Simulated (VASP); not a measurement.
# Co in VASP: a series of runs

Runs on Co. Level: PBE. Tasks: single point.

Everything below comes from runs of VASP 6.6.1. Logs are shortened: lines on timing, memory, paths and dates and some standing lists are left out, and cuts for length are marked.

**1. The cell of the first run**

The cell holds a slab with vacuum, 6 atoms: a = 2.493 Å, b = 2.493 Å, c = 21.010 Å, α = 90.00°, β = 90.00°, γ = 120.00°.

**2. Single point, PBE, collinear spin, ferromagnetic start**

INCAR reads:

```
SYSTEM = Co
PREC = Accurate ; ENCUT = 520
EDIFF = 1E-7 ; ISMEAR = -1
SIGMA = 0.1 ; LREAL = .False.
LASPH = .True. ; NELM = 150
ALGO = Normal ; ISIF = 2
LWAVE = .False. ; LCHARG = .True.
ISPIN = 2 ; MAGMOM = 1.7 1.7 1.7 1.7 1.7 1.7
LORBIT = 11 ; LMAXMIX = 4
LDIPOL = .True. ; IDIPOL = 3
DIPOL = 0.5 0.5 0.500 ; GGA = PE
LELF = .True. ; LVHAR = .True.
LVACPOTAV = .True. ; NBANDS = 40
```

KPOINTS reads:

```
regular mesh
0
Gamma
  15 15 1
  0 0 0
```

POSCAR reads:

```
Co
1.0
    2.4930397870      0.0000000000      0.0000000000
   -1.2465198935      2.1590357882      0.0000000000
    0.0000000000      0.0000000000     21.0101000000
Co
6
Direct
    0.8333333333      0.1666666667      0.2617780433
    0.1666666667      0.8333333333      0.3549483854
    0.8333333333      0.1666666667      0.4525281942
    0.1666666667      0.8333333333      0.5474717061
    0.8333333333      0.1666666667      0.6450515724
    0.1666666667      0.8333333333      0.7382219567
```

Potentials or basis: VASP PAW PBE potentials, release 64 (Co).

Started as:

```bash
$ cat potpaw_PBE.64/Co/POTCAR > POTCAR
$ mpirun -np 1 vasp_std > vasp.out
```

OUTCAR:

```text
SYSTEM = Co
   PREC = Accurate
   ENCUT = 520
   EDIFF = 1E-7
   ISMEAR = -1
   LREAL = .False.
   LASPH = .True.
   NELM = 150
   ISIF = 2
   ISPIN = 2
   LORBIT = 11
   GGA = PE

 ion  position               nearest neighbor table
   1  0.833  0.167  0.262-   2 2.43   2 2.43   2 2.43
   2  0.167  0.833  0.355-   1 2.43   1 2.43   1 2.43   3 2.50   3 2.50   3 2.50
   3  0.833  0.167  0.453-   4 2.46   4 2.46   4 2.46   2 2.50   2 2.50   2 2.50
   4  0.167  0.833  0.547-   3 2.46   3 2.46   3 2.46   5 2.50   5 2.50   5 2.50
   5  0.833  0.167  0.645-   6 2.43   6 2.43   6 2.43   4 2.50   4 2.50   4 2.50
   6  0.167  0.833  0.738-   5 2.43   5 2.43   5 2.43

  LATTYP: Found a hexagonal cell.
 ALAT       =     2.4930397870
 C/A-ratio  =     8.4275028861

  Lattice vectors:

 A1 = (   2.4930397870,   0.0000000000,   0.0000000000)
 A2 = (  -1.2465198935,   2.1590357882,   0.0000000000)
 A3 = (   0.0000000000,   0.0000000000,  21.0101000000)

Analysis of symmetry for initial positions (statically):
=====================================================================
 Subroutine PRICEL returns:
 Original cell was already a primitive cell.

 Routine SETGRP: Setting up the symmetry group for a
 hexagonal supercell.

 Subroutine GETGRP returns: Found 12 space group operations
 (whereof  4 operations were pure point group operations)
 out of a pool of 24 trial point group operations.

The static configuration has the point symmetry C_2h.
 The point group associated with its full space group is D_3d.

Analysis of symmetry for dynamics (positions and initial velocities):
=====================================================================
 Subroutine PRICEL returns:
 Original cell was already a primitive cell.

 Routine SETGRP: Setting up the symmetry group for a
 hexagonal supercell.

 Subroutine GETGRP returns: Found 12 space group operations
 (whereof  4 operations were pure point group operations)
 out of a pool of 24 trial point group operations.

The dynamic configuration has the point symmetry C_2h.
 The point group associated with its full space group is D_3d.

Analysis of structural, dynamic, and magnetic symmetry:
=====================================================================
 Subroutine PRICEL returns:
 Original cell was already a primitive cell.

 Routine SETGRP: Setting up the symmetry group for a
 hexagonal supercell.

 Subroutine GETGRP returns: Found 12 space group operations
[... 152 lines left out ...]
 number of electron      53.9999993 magnetization       9.9136053

 dipolmoment           0.000000      0.000000      0.000012 electrons x Angstroem

 Free energy of the ion-electron system (eV)
  ---------------------------------------------------
  ext. energy  EPLUGINS =         0.00000000
  ---------------------------------------------------
  free energy    TOTEN  =       -40.88386721 eV

  energy without entropy =      -40.70053023  energy(sigma->0) =      -40.79219872

 E-fermi :   3.9223     XC(G=0):  -8.6099

 val. band max:        3.9216959310   @ k =   0.4000   0.0000   0.0000
 cond. band min:       3.9459671239   @ k =   0.1333   0.1333   0.0000
 fundamental gap:      0.0242711929
 Fermi energy:         3.9222514670

 spin component 1

 k-point     1 :       0.0000    0.0000    0.0000
  band No.  band energies     occupation
      1      -4.7838      1.00000
      2      -4.1473      1.00000
      3      -3.1360      1.00000
      4      -1.9972      1.00000
      5      -1.3980      1.00000
      6      -1.2436      1.00000
[... 997 lines left out ...]
     38      11.1950      0.00000
     39      12.1752      0.00000

 [... further k-points ...]

 spin component 2

 k-point     1 :       0.0000    0.0000    0.0000
  band No.  band energies     occupation
      1      -4.7853      1.00000
      2      -4.1368      1.00000
      3      -3.0887      1.00000
      4      -1.7802      1.00000
      5      -0.7949      1.00000
      6      -0.3708      1.00000
[... 997 lines left out ...]
     38      11.8944      0.00000
     39      12.8223      0.00000

 [... further k-points ...]

 [bands above 39 left out]

------------------------ aborting loop because EDIFF is reached ----------------------------------------

  FORCE on cell =-STRESS in cart. coord.  units (eV):
  Direction    XX          YY          ZZ          XY          YZ          ZX
  --------------------------------------------------------------------------------------
  -------------------------------------------------------------------------------------
  Total       -1.5225251     -1.5225251     -0.3008991      0.0000000     -0.0000000      0.0000000
  in kB      -21.5703844    -21.5703844     -4.2629905      0.0000000     -0.0000000      0.0000000
  external PRESSURE =     -15.8012531 kB  Pullay stress =       0.0000000 kB

 VOLUME and BASIS-vectors are now :
 -----------------------------------------------------------------------------
  energy-cutoff  :      520.00
  volume of cell :      113.09
      direct lattice vectors                 reciprocal lattice vectors
     2.493039787  0.000000000  0.000000000     0.401116743  0.231584860  0.000000000
    -1.246519893  2.159035788  0.000000000     0.000000000  0.463169719  0.000000000
     0.000000000  0.000000000 21.010100000     0.000000000  0.000000000  0.047596156

 POSITION                                       TOTAL-FORCE (eV/Angst)
 -----------------------------------------------------------------------------------
      1.86978      0.35984      5.49998         0.000000      0.000000      0.032321
     -0.62326      1.79920      7.45750        -0.000000      0.000000     -0.004443
      1.86978      0.35984      9.50766         0.000000      0.000000     -0.003571
     -0.62326      1.79920     11.50244         0.000000     -0.000000      0.003571
      1.86978      0.35984     13.55260         0.000000     -0.000000      0.004443
     -0.62326      1.79920     15.51012         0.000000     -0.000000     -0.032321
 -----------------------------------------------------------------------------------
    total drift:                               -0.000000      0.000000      0.001645

  FREE ENERGIE OF THE ION-ELECTRON SYSTEM (eV)
  ---------------------------------------------------
  free  energy   TOTEN  =       -40.8838672100 eV

  energy  without entropy=      -40.7005302292  energy(sigma->0) =      -40.79219872

 vacuum level on the upper side and lower side of the slab         8.847         8.847

 total charge

# of ion       s       p       d       tot
------------------------------------------
    1        0.485   0.411   7.242   8.138
    2        0.488   0.526   7.268   8.282
    3        0.487   0.519   7.262   8.268
    4        0.487   0.519   7.262   8.268
    5        0.488   0.526   7.268   8.282
    6        0.485   0.411   7.242   8.138
--------------------------------------------------
tot          2.922   2.911  43.542  49.375

 magnetization (x)

# of ion       s       p       d       tot
------------------------------------------
    1       -0.011  -0.040   1.780   1.729
    2       -0.015  -0.055   1.728   1.657
    3       -0.014  -0.054   1.694   1.627
    4       -0.014  -0.054   1.694   1.627
    5       -0.015  -0.055   1.728   1.657
    6       -0.011  -0.040   1.780   1.729
--------------------------------------------------
tot         -0.081  -0.298  10.404  10.026
```

Wall time 11 min (1 thread of AMD EPYC 7R13 (Zen 3), shared host); peak memory 0.35 GiB.

Results:

- Free energy: -40.8839 eV
- Largest force: 0.032 eV/Å
- Net moment: 9.91 μB per cell
- Site moments: Co +1.73, +1.66, +1.63 μB
- Valence electrons inside the program's atomic spheres: Co 8.14, 8.28, 8.27

Forces in eV/Å, atoms in the order of the input:
```
Co   0.000  0.000  0.032
Co   0.000  0.000 -0.004
Co   0.000  0.000 -0.004
Co   0.000  0.000  0.004
Co   0.000  0.000  0.004
Co   0.000  0.000 -0.032
```

**3. Single point, PBE, collinear spin, ferromagnetic start**

This run uses another cell than the first one, of 23.41 Å³/atom, 1.242 times its volume.

INCAR reads:

```
SYSTEM = Co
PREC     = Accurate       ! precision mode
ENCUT    = 520            ! plane-wave cutoff, eV
EDIFF    = 1E-7           ! SCF threshold, eV
ISMEAR   = -1             ! smearing method
SIGMA    = 0.1            ! smearing width, eV
LREAL    = .FALSE.        ! projectors in reciprocal space
LASPH    = .TRUE.         ! aspherical terms in the spheres
NELM     = 150            ! most SCF steps
ALGO     = Normal         ! electronic algorithm
ISIF     = 2              ! what is computed and relaxed
LWAVE    = .FALSE.        ! write WAVECAR
LCHARG   = .FALSE.        ! write CHGCAR
ISPIN    = 2              ! spin polarisation
MAGMOM   = 1.7 1.7 1.7 1.7 1.7 1.7 ! initial moments
LORBIT   = 11             ! projections on sites
LMAXMIX  = 4              ! l up to which the mixer works
LDIPOL   = .TRUE.       
IDIPOL   = 3            
DIPOL    = 0.5 0.5 0.500
GGA      = PE             ! functional
NBANDS   = 40             ! bands
```

KPOINTS reads:

```
Automatic mesh
0
G
  15 15 1
  0 0 0
```

POSCAR reads:

```
Co
1.0
    2.4930397870      0.0000000000      0.0000000000
   -1.2465198935      2.1590357882      0.0000000000
    0.0000000000      0.0000000000     26.0923000000
Co
6
Direct
    0.8333333330      0.1666666670      0.3066034082
    0.1666666670      0.8333333330      0.3839620449
    0.8333333330      0.1666666670      0.4613206816
    0.1666666670      0.8333333330      0.5386793184
    0.8333333330      0.1666666670      0.6160379551
    0.1666666670      0.8333333330      0.6933965918
```

Potentials or basis: VASP PAW PBE potentials, release 64 (Co).

Started as:

```bash
$ cat potpaw_PBE.64/Co/POTCAR > POTCAR
$ mpirun -np 1 vasp_std > vasp.out
```

It took 8.5 min on 1 thread of AMD EPYC 9R45 (Zen 5), shared host; peak memory 0.4 GiB.

Results (log left out):

- Free energy: -40.8581 eV
- Largest force: 0.390 eV/Å
- Net moment: 9.93 μB per cell
- Site moments: Co +1.75, +1.66, +1.62 μB
- Valence electrons inside the program's atomic spheres: Co 8.11, 8.27

Forces in eV/Å, atoms in the order of the input:
```
Co   0.000  0.000  0.335
Co   0.000  0.000 -0.390
Co   0.000  0.000  0.150
Co   0.000  0.000 -0.150
Co   0.000  0.000  0.390
Co   0.000  0.000 -0.335
```

Levels at points of the mesh, in eV from the Fermi level:
Spin up:
```
           k point  band 28  band 29  band 30  band 31  band 32  band 33  band 34  band 35  band 36  band 37
(0.00, 0.00, 0.00)    -1.31    -1.31    -1.08    -1.08    -0.96    -0.96    -0.88    -0.88    -0.42     0.12
```
Spin down:
```csv
k point,band 19,band 20,band 21,band 22,band 23,band 24
"(0.00, 0.00, 0.00)",-0.81,-0.67,-0.67,-0.62,-0.62,-0.14
```

**4. Single point, PBE, collinear spin, ferromagnetic start**

This run uses another cell than the first one, of 23.41 Å³/atom, 1.242 times its volume.

INCAR reads:

```
SYSTEM = Co
  PREC = Accurate
  ENCUT = 520
  EDIFF = 1E-6
  ISMEAR = -1
  SIGMA = 0.1
  LREAL = .False.
  LASPH = .True.
  NELM = 150
  ALGO = Normal
  ISIF = 2
  LWAVE = .False.
  LCHARG = .False.
  ISPIN = 2
  MAGMOM = 1.7 1.7 1.7 1.7 1.7 1.7
  LORBIT = 11
  LMAXMIX = 4
  LDIPOL = .True.
  IDIPOL = 3
  DIPOL = 0.5 0.5 0.500
  GGA = PE
  NBANDS = 40
```

KPOINTS reads:

```
Automatic mesh
0
Gamma
  15 15 1
  0 0 0
```

POSCAR reads:

```
Co
1.0
    2.4930397979      0.0000000000      0.0000000000
   -1.2465198990      2.1590357976      0.0000000000
    0.0000000000      0.0000000000     26.0923000000
Co
6
Direct
    0.8333333330      0.1666666670      0.3066034076
    0.1666666670      0.8333333330      0.3839620446
    0.8333333330      0.1666666670      0.4613206815
    0.1666666670      0.8333333330      0.5386793185
    0.8333333330      0.1666666670      0.6160379554
    0.1666666670      0.8333333330      0.6933965924
```

Started as:

```bash
$ cat potpaw_PBE.64/Co/POTCAR > POTCAR
$ mpirun -np 1 vasp_std > vasp.out
```

It took 12 min on 1 thread of Intel Xeon Platinum 8259CL at 2.50GHz (Skylake/Cascade Lake), shared host; peak memory 0.43 GiB.

The run converged. Its results:

```yaml
Free_energy: -40.8581 eV
Largest_force: 0.390 eV/Å
Net_moment: 9.93 μB per cell
Site_moments: Co +1.75, +1.66, +1.62 μB
Valence_electrons_inside_the_program's_atomic_spheres: Co 8.11, 8.27
```

Forces on the atoms (eV/Å):
```
Co   0.000  0.000  0.335
Co   0.000  0.000 -0.390
Co   0.000  0.000  0.150
Co   0.000  0.000 -0.150
Co   0.000  0.000  0.390
Co   0.000  0.000 -0.335
```

Levels at points of the mesh, in eV from the Fermi level:
Spin up:
```csv
k point,band 29,band 30,band 31,band 32,band 33,band 34,band 35,band 36
"(0.00, 0.00, 0.00)",-1.31,-1.08,-1.08,-0.96,-0.96,-0.88,-0.88,-0.42
```
Spin down:
```tsv
k point	band 19	band 20	band 21	band 22	band 23	band 24
(0.00, 0.00, 0.00)	-0.81	-0.67	-0.67	-0.62	-0.62	-0.14
```
